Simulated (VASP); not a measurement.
The system is SrCl2.

```
Sr Cl
1.0
     0.00000    3.48835    3.48835
     3.48835    0.00000    3.48835
     3.48835    3.48835    0.00000
Sr Cl
1 2
Cartesian
  0.0000 0.0000 0.0000
  1.7442 1.7442 1.7442
  5.2325 5.2325 5.2325
```

Base run:

- Program: VASP 6.6.1
- Functional: PBEsol
- Potentials or basis: VASP PAW PBE potentials, release 64 (Sr_sv, Cl)
- Cutoff: 500 eV
- k mesh: 5 × 5 × 5, shifted
- Occupations: gaussian, width 0.01 eV
- Spin: no spin polarisation

Its results: band gap on the k mesh 5.46 eV (least direct gap 5.57 eV); pressure -1.0 GPa.

Q: The run is repeated on the same cell with these changes: functional from PBEsol to PBE. What comes out?

A: Band gap on the k mesh 5.65 eV (least direct gap 5.71 eV); pressure 1.1 GPa.

PBE binds less tightly than PBEsol, so the same cell stands under more pressure.

Caveats: a shifted mesh leaves out Γ, where band edges can lie; the PAW data sets were made with another functional, which shifts forces and pressure a little (at least some runs).

A k mesh can miss the band edges.
